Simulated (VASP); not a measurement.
# YbN (F-43m) in VASP: single point with PBE+U

Aim: the single point of YbN with PBE+U.

All numbers are computed with VASP 6.6.1; they aren't measurements. Logs are shortened: lines on timing, memory, paths and dates and some standing lists are left out, and cuts for length are marked.

## Step 1: The cell of the first run

The structure is cubic, space group F-43m (No. 216). The conventional cell has a = 5.162 Å, b = 5.162 Å, c = 5.162 Å, α = 90.00°, β = 90.00°, γ = 90.00°. Within 3.0 Å of Yb (site symmetry -43m) lie 4 N at 2.24 Å. Within 3.0 Å of N (site symmetry -43m) lie 4 Yb at 2.24 Å.

## Step 2: Single point, PBE+U

The input, INCAR:

```
SYSTEM = YbN
PREC = Accurate ; ENCUT = 520
EDIFF = 1E-6 ; ISMEAR = 0
SIGMA = 0.05 ; LREAL = .FALSE.
LASPH = .TRUE. ; NELM = 150
ALGO = Normal ; ISIF = 2
LWAVE = .FALSE. ; LCHARG = .TRUE.
LMAXMIX = 6 ; LDAU = .TRUE.
LDAUTYPE = 2 ; LDAUL = 3 -1
LDAUU = 6 0 ; LDAUJ = 0 0
LDAUPRINT = 1 ; GGA = PE
LELF = .TRUE. ; LVHAR = .TRUE.
NBANDS = 22
```

The input, KPOINTS:

```
regular mesh
0
G
  8 8 8
  0 0 0
```

The input, POSCAR:

```
YbN
1.0
    0.0000000000      2.5811819695      2.5811819695
    2.5811819695      0.0000000000      2.5811819695
    2.5811819695      2.5811819695      0.0000000000
Yb N
1 1
Direct
    0.0000000000      0.0000000000      0.0000000000
    0.2500000000      0.2500000000      0.2500000000
```

Potentials or basis: VASP PAW PBE potentials, release 64 (Yb, N).

On the command line:

```
$ cat potpaw_PBE.64/Yb/POTCAR potpaw_PBE.64/N/POTCAR > POTCAR
$ mpirun -np 1 vasp_std > vasp.out
```

OUTCAR:

```text
SYSTEM = YbN
   PREC = Accurate
   ENCUT = 520
   EDIFF = 1E-6
   ISMEAR = 0
   LREAL = .FALSE.
   LASPH = .TRUE.
   NELM = 150
   ISIF = 2
   GGA = PE

 ion  position               nearest neighbor table
   1  0.000  0.000  0.000-   2 2.24   2 2.24   2 2.24   2 2.24
   2  0.250  0.250  0.250-   1 2.24   1 2.24   1 2.24   1 2.24

  LATTYP: Found a face centered cubic cell.
 ALAT       =     5.1623639390

  Lattice vectors:

 A1 = (   0.0000000000,   2.5811819695,   2.5811819695)
 A2 = (   2.5811819695,   0.0000000000,   2.5811819695)
 A3 = (   2.5811819695,   2.5811819695,   0.0000000000)

Analysis of symmetry for initial positions (statically):
=====================================================================
 Subroutine PRICEL returns:
 Original cell was already a primitive cell.

 Routine SETGRP: Setting up the symmetry group for a
 face centered cubic supercell.

 Subroutine GETGRP returns: Found 24 space group operations
 (whereof 24 operations were pure point group operations)
 out of a pool of 48 trial point group operations.

The static configuration has the point symmetry T_d .

Analysis of symmetry for dynamics (positions and initial velocities):
=====================================================================
 Subroutine PRICEL returns:
 Original cell was already a primitive cell.

 Routine SETGRP: Setting up the symmetry group for a
 face centered cubic supercell.

 Subroutine GETGRP returns: Found 24 space group operations
 (whereof 24 operations were pure point group operations)
 out of a pool of 48 trial point group operations.

The dynamic configuration has the point symmetry T_d .

 Subroutine INISYM returns: Found 24 space group operations
 (whereof 24 operations are pure point group operations),
 and found     1 'primitive' translations

----------------------------------------------------------------------------------------

                                     Primitive cell

  volume of cell :      34.3943

  direct lattice vectors                    reciprocal lattice vectors
     0.000000000  2.581181969  2.581181969    -0.193709706  0.193709706  0.193709706
     2.581181969  0.000000000  2.581181969     0.193709706 -0.193709706  0.193709706
     2.581181969  2.581181969  0.000000000     0.193709706  0.193709706 -0.193709706

  length of vectors
     3.650342548  3.650342548  3.650342548     0.335515052  0.335515052  0.335515052

  position of ions in fractional coordinates (direct lattice)
     0.000000000  0.000000000  0.000000000
     0.250000000  0.250000000  0.250000000

  ion indices of the primitive-cell ions
   primitive index   ion index
                 1           1
                 2           2

----------------------------------------------------------------------------------------

 KPOINTS: regular mesh

[... 75 lines left out ...]
   POTIM  = 0.5000    time-step for ionic-motion
   TEBEG  =    0.0;   TEEND  =   0.0 temperature during run
   PSTRESS=    0.0 pullay stress
   NELECT =      29.0000    total number of electrons
   NUPDOWN=      -1.0000    fix difference up-down
   EMIN   =  10.00;   EMAX   =-10.00  energy-range for DOS
   EFERMI =   0.00;   METHOD = LEGACY
   ISMEAR =     0;   SIGMA  =   0.05  broadening in eV -4-tet -1-fermi 0-gaus
   EFERMI_NEDOS =   21; number of points for ismear=-14 and -15
   IALGO  =     38    algorithm
   IMIX   =      4    mixing-type and parameters
     AMIX     =   0.40;   BMIX     =  1.00
     AMIX_MAG =   1.60;   BMIX_MAG =  1.00
  volume/ion in A,a.u.               =      17.20       116.05
  Fermi-wavevector in a.u.,A,eV,Ry     =   1.546603  2.922656 32.544879  2.391981
  Thomas-Fermi vector in A             =   2.651816
   LORBIT       =      0    0 simple, 1 ext, 2 COOP (PROOUT), +10 PAW based schemes
 LDA+U is selected, type is set to LDAUTYPE =  2
   angular momentum for each species LDAUL =     3   -1
   U (eV)           for each species LDAUU =   6.0  0.0
   J (eV)           for each species LDAUJ =   0.0  0.0
   GGA     = PE    functional components
   LHFCALC =     F    Hartree Fock is set to
   AEXX    =    0.0000 exact exchange contribution
   IVDW    =     0    specifies the selected vdW correction
   LEPSILON=     F    determine dielectric tensor
   LRPA    =     F    only Hartree local field effects (RPA)
 non-spin polarized calculation
 Gauss-broadening in eV      SIGMA  =   0.05
  energy-cutoff  :      520.00
  volume of cell :       34.39
 maximum number of plane-waves:       941
   NGX = 13   NGY = 13   NGZ = 13

atom =   1  type =  1  l = 3

 onsite density matrix

spin component  1

  0.9719 -0.0000  0.0242  0.0000 -0.0000 -0.0000  0.0000
 -0.0000  0.9871  0.0000  0.0000 -0.0000  0.0000 -0.0000
  0.0242  0.0000  0.9594  0.0000 -0.0000  0.0000 -0.0000
  0.0000  0.0000  0.0000  0.9906 -0.0000 -0.0000  0.0000
 -0.0000 -0.0000 -0.0000 -0.0000  0.9594  0.0000 -0.0242
 -0.0000  0.0000  0.0000 -0.0000  0.0000  0.9407 -0.0000
  0.0000 -0.0000 -0.0000  0.0000 -0.0242 -0.0000  0.9719

spin component  2

  0.9719 -0.0000  0.0242  0.0000 -0.0000 -0.0000  0.0000
 -0.0000  0.9871  0.0000  0.0000 -0.0000  0.0000 -0.0000
  0.0242  0.0000  0.9594  0.0000 -0.0000  0.0000 -0.0000
  0.0000  0.0000  0.0000  0.9906 -0.0000 -0.0000  0.0000
 -0.0000 -0.0000 -0.0000 -0.0000  0.9594  0.0000 -0.0242
 -0.0000  0.0000  0.0000 -0.0000  0.0000  0.9407 -0.0000
  0.0000 -0.0000 -0.0000  0.0000 -0.0242 -0.0000  0.9719

 occupancies and eigenvectors

  o =  0.9407  v = -0.6124  0.0000  0.7906 -0.0000  0.0006 -0.0009  0.0005  0.0000  0.0000  0.0000  0.0000  0.0000  0.0000  0.0000      0.0000  0.0000  0.0000  0.0000  0.0000  0.0000  0.0000  0.0000  0.0000  0.0000  0.0000  0.0000  0.0000  0.0000
  o =  0.9407  v =  0.0000  0.0000  0.0000  0.0000  0.0000  0.0000  0.0000 -0.6124  0.0000  0.7906 -0.0000  0.0006 -0.0009  0.0005      0.0000  0.0000  0.0000  0.0000  0.0000  0.0000  0.0000  0.0000  0.0000  0.0000  0.0000  0.0000  0.0000  0.0000
  o =  0.9407  v =  0.0005  0.0000 -0.0006  0.0000  0.7894 -0.0541  0.6115  0.0000  0.0000  0.0000  0.0000  0.0000  0.0000  0.0000      0.0000  0.0000  0.0000  0.0000  0.0000  0.0000  0.0000  0.0000  0.0000  0.0000  0.0000  0.0000  0.0000  0.0000
  o =  0.9407  v =  0.0000  0.0000  0.0000  0.0000  0.0000  0.0000  0.0000  0.0005  0.0000 -0.0006  0.0000  0.7894 -0.0541  0.6115      0.0000  0.0000  0.0000  0.0000  0.0000  0.0000  0.0000  0.0000  0.0000  0.0000  0.0000  0.0000  0.0000  0.0000
  o =  0.9407  v =  0.0000  0.0000  0.0000  0.0000  0.0000  0.0000  0.0000 -0.0005  0.0000  0.0007 -0.0000  0.0428  0.9985  0.0331      0.0000  0.0000  0.0000  0.0000  0.0000  0.0000  0.0000  0.0000  0.0000  0.0000  0.0000  0.0000  0.0000  0.0000
  o =  0.9407  v = -0.0005  0.0000  0.0007 -0.0000  0.0428  0.9985  0.0331  0.0000  0.0000  0.0000  0.0000  0.0000  0.0000  0.0000      0.0000  0.0000  0.0000  0.0000  0.0000  0.0000  0.0000  0.0000  0.0000  0.0000  0.0000  0.0000  0.0000  0.0000
  o =  0.9871  v =  0.0000  1.0000  0.0000  0.0000 -0.0000 -0.0000  0.0000  0.0000  0.0000  0.0000  0.0000  0.0000  0.0000  0.0000      0.0000  0.0000  0.0000  0.0000  0.0000  0.0000  0.0000  0.0000  0.0000  0.0000  0.0000  0.0000  0.0000  0.0000
  o =  0.9871  v =  0.0000  0.0000  0.0000  0.0000  0.0000  0.0000  0.0000  0.0000  1.0000  0.0000  0.0000 -0.0000 -0.0000  0.0000      0.0000  0.0000  0.0000  0.0000  0.0000  0.0000  0.0000  0.0000  0.0000  0.0000  0.0000  0.0000  0.0000  0.0000
  o =  0.9906  v = -0.0004 -0.0000 -0.0003  0.9999  0.0072  0.0000 -0.0093  0.0000  0.0000  0.0000  0.0000  0.0000  0.0000  0.0000      0.0000  0.0000  0.0000  0.0000  0.0000  0.0000  0.0000  0.0000  0.0000  0.0000  0.0000  0.0000  0.0000  0.0000
  o =  0.9906  v =  0.0000  0.0000  0.0000  0.0000  0.0000  0.0000  0.0000 -0.0004 -0.0000 -0.0003  0.9999  0.0072  0.0000 -0.0093      0.0000  0.0000  0.0000  0.0000  0.0000  0.0000  0.0000  0.0000  0.0000  0.0000  0.0000  0.0000  0.0000  0.0000
  o =  0.9906  v =  0.0023 -0.0000  0.0018  0.0117 -0.6123  0.0000  0.7905  0.0000  0.0000  0.0000  0.0000  0.0000  0.0000  0.0000      0.0000  0.0000  0.0000  0.0000  0.0000  0.0000  0.0000  0.0000  0.0000  0.0000  0.0000  0.0000  0.0000  0.0000
  o =  0.9906  v =  0.7906 -0.0000  0.6124  0.0005  0.0018  0.0000 -0.0023  0.0000  0.0000  0.0000  0.0000  0.0000  0.0000  0.0000      0.0000  0.0000  0.0000  0.0000  0.0000  0.0000  0.0000  0.0000  0.0000  0.0000  0.0000  0.0000  0.0000  0.0000
  o =  0.9906  v =  0.0000  0.0000  0.0000  0.0000  0.0000  0.0000  0.0000  0.0023 -0.0000  0.0018  0.0117 -0.6123  0.0000  0.7905      0.0000  0.0000  0.0000  0.0000  0.0000  0.0000  0.0000  0.0000  0.0000  0.0000  0.0000  0.0000  0.0000  0.0000
  o =  0.9906  v =  0.0000  0.0000  0.0000  0.0000  0.0000  0.0000  0.0000  0.7906 -0.0000  0.6124  0.0005  0.0018  0.0000 -0.0023      0.0000  0.0000  0.0000  0.0000  0.0000  0.0000  0.0000  0.0000  0.0000  0.0000  0.0000  0.0000  0.0000  0.0000

 number of electron      29.0000007 magnetization

 Free energy of the ion-electron system (eV)
  ---------------------------------------------------
  ext. energy  EPLUGINS =         0.00000000
  ---------------------------------------------------
  free energy    TOTEN  =       -11.99711912 eV

  energy without entropy =      -11.99113212  energy(sigma->0) =      -11.99412562

 E-fermi :   0.9332     XC(G=0): -10.6625

 val. band max:        0.9187720484   @ k =  -0.3750   0.2500   0.0000
 cond. band min:       0.9495274334   @ k =   0.5000   0.2500   0.0000
 fundamental gap:      0.0307553851
 Fermi energy:         0.9331783241

 k-point     1 :       0.0000    0.0000    0.0000
  band No.  band energies     occupation
      1     -48.0924      2.00000
      2     -20.2877      2.00000
      3     -20.2877      2.00000
      4     -20.2877      2.00000
      5     -11.5903      2.00000
      6      -0.9154      2.00000
[... 589 lines left out ...]
     21      12.0009      0.00000
     22      14.1179      0.00000

 [... further k-points ...]
[... 5 lines left out ...]
  --------------------------------------------------------------------------------------
  -------------------------------------------------------------------------------------
  Total        0.3901570      0.3901570      0.3901570      0.0000000      0.0000000      0.0000000
  in kB       18.1745679     18.1745679     18.1745679      0.0000000      0.0000000      0.0000000
  external PRESSURE =      18.1745679 kB  Pullay stress =       0.0000000 kB

 VOLUME and BASIS-vectors are now :
 -----------------------------------------------------------------------------
  energy-cutoff  :      520.00
  volume of cell :       34.39
      direct lattice vectors                 reciprocal lattice vectors
     0.000000000  2.581181969  2.581181969    -0.193709706  0.193709706  0.193709706
     2.581181969  0.000000000  2.581181969     0.193709706 -0.193709706  0.193709706
     2.581181969  2.581181969  0.000000000     0.193709706  0.193709706 -0.193709706

 POSITION                                       TOTAL-FORCE (eV/Angst)
 -----------------------------------------------------------------------------------
      0.00000      0.00000      0.00000        -0.000000     -0.000000     -0.000000
      1.29059      1.29059      1.29059         0.000000      0.000000      0.000000
 -----------------------------------------------------------------------------------
    total drift:                               -0.000000     -0.000000     -0.000000

  FREE ENERGIE OF THE ION-ELECTRON SYSTEM (eV)
  ---------------------------------------------------
  free  energy   TOTEN  =       -11.9971191244 eV

  energy  without entropy=      -11.9911321240  energy(sigma->0) =      -11.99412562
```

It took 24 s on 1 thread of Intel Xeon 6975P-C (Granite Rapids), shared host; peak memory 0.18 GiB.

Results:

```
Free energy            : -11.9971 eV
Pressure               : 1.8 GPa
Band gap on the k mesh : zero (an odd number of electrons rules out a gap without spin polarisation)
```

Eigenvalues of the final occupation matrices:
```
    site  spin  trace                         eigenvalues
site 1 f     1   6.78  0.94 0.94 0.94 0.99 0.99 0.99 0.99
site 1 f     2   6.78  0.94 0.94 0.94 0.99 0.99 0.99 0.99
```

Caveat: spin-orbit coupling is left out, which moves the levels of the heavy elements; an odd number of electrons without spin polarisation forces a metal; a magnetic or distorted state may lie lower; U without spin polarisation on a metal has little footing.

The gap in the log of VASP goes by the Fermi energy; the results here count the filled bands.